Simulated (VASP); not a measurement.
Set up this calculation in VASP 6.6.1, as the native input.

```
Task                   : single point
Functional             : LDA
Potentials or basis    : VASP PAW LDA potentials, release 64 (Zn, Se)
Cutoff                 : 520 eV
k mesh                 : 8 × 8 × 6
Occupations            : gaussian, width 0.05 eV
Spin                   : no spin polarisation
Dipole correction      : no
Further INCAR settings : ALGO = Normal; EDIFF = 1e-06; NBANDS = 26
```

The structure of ZnSe lies in POSCAR:

```
ZnSe
1.0
    3.9198109590      0.0000000000      0.0000000000
    0.0000000000      3.9198109590      0.0000000000
    0.0000000000      0.0000000000      5.1733436024
Zn Se
2 2
Direct
    0.0000000000      0.0000000000      0.0000000000
    0.5000000000      0.5000000000      0.0000000000
    0.0000000000      0.5000000000      0.2796655406
    0.5000000000      0.0000000000      0.7203344594
```

One way to write it, as run:

INCAR

```
SYSTEM = ZnSe
PREC = Accurate ; ENCUT = 520
EDIFF = 1E-6 ; ISMEAR = 0
SIGMA = 0.05 ; LREAL = .False.
LASPH = .True. ; NELM = 100
ALGO = Normal ; ISIF = 2
LWAVE = .False. ; LCHARG = .False.
GGA = CA ; NBANDS = 26
```

KPOINTS

```
Automatic mesh
0
Gamma
  8 8 6
  0 0 0
```

Potentials or basis: VASP PAW LDA potentials, release 64 (Zn, Se).

Run with:

```bash
$ cat potpaw_LDA.64/Zn/POTCAR potpaw_LDA.64/Se/POTCAR > POTCAR
$ mpirun -np 1 vasp_std > vasp.out
```

Results of the run:

The pressure is 4.4 GPa and the largest force is 0.607 eV/Å. The band gap on the k mesh is 1.60 eV.

Caveat: the cell stands under pressure.

It took 2.5 min on 1 thread of Intel Xeon 8259CL, with other jobs on the host, peak memory 0.23 GiB.
